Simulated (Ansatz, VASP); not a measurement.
## Two plane-wave programs on Mn

Contents of INCAR:

```
SYSTEM = Mn
ALGO = Normal
EDIFF = 1E-6
ENCUT = 520
GGA = RP
ISIF = 2
ISMEAR = -1
LASPH = .TRUE.
LCHARG = .FALSE.
LREAL = .FALSE.
LWAVE = .FALSE.
NBANDS = 12
NELM = 80
PREC = Accurate
SIGMA = 0.1
```

File KPOINTS:

```
k-points
0
G
  18 18 18
  0 0 0
```

POSCAR

```
Mn
1.0
   -1.4385551795      1.4385551795      1.4385551795
    1.4385551795     -1.4385551795      1.4385551795
    1.4385551795      1.4385551795     -1.4385551795
Mn
1
Direct
    0.0000000000      0.0000000000      0.0000000000
```

Input for Ansatz:

```yaml
crystal:
  lattice:
    - [-1.4385551795, 1.4385551795, 1.4385551795]
    - [1.4385551795, -1.4385551795, 1.4385551795]
    - [1.4385551795, 1.4385551795, -1.4385551795]
  atoms:
    - { symbol: Mn, position: [0.0, 0.0, 0.0] }
hamiltonian:
  xc: rpbe
  pseudopotentials:
    kind: paw
    azcp:
      Mn: "pseudopotentials/Mn.paw.azcp"
basis:
  ecutwfc: 420
  fft_grid_basis: typed
kpoints:
  mp_grid: { grid: [18, 18, 18], shift: [0, 0, 0] }
magnetization:
  spin_polarized: false
scf:
  occupations: { method: fermi_dirac, width: 0.1 }
  lower_state_search: "off"
output:
  stress: true
```

Alike in both runs: task single point; functional RPBE; k mesh 18 × 18 × 18; occupations fermi-dirac, width 0.1 eV; no spin polarisation.

|  | VASP | Ansatz |
| --- | --- | --- |
| version | VASP 6.6.1 | Ansatz 0.2.0 |
| potentials or method | VASP PAW PBE potentials, release 64 (Mn_pv), cutoff 520 eV | plane waves (420 eV) with PAW, scalar-relativistic |
| valence electrons in the cell | 13 | 15 |

|  | VASP | Ansatz | Ansatz less VASP |
| --- | --- | --- | --- |
| pressure (GPa) | -16.6 | -16.7 | -0.11 |

VASP's potentials were made for PBE, not for RPBE. VASP's potentials hold 13 valence electrons a cell and Ansatz's 15, so a difference there can come from the potentials and not from the codes.
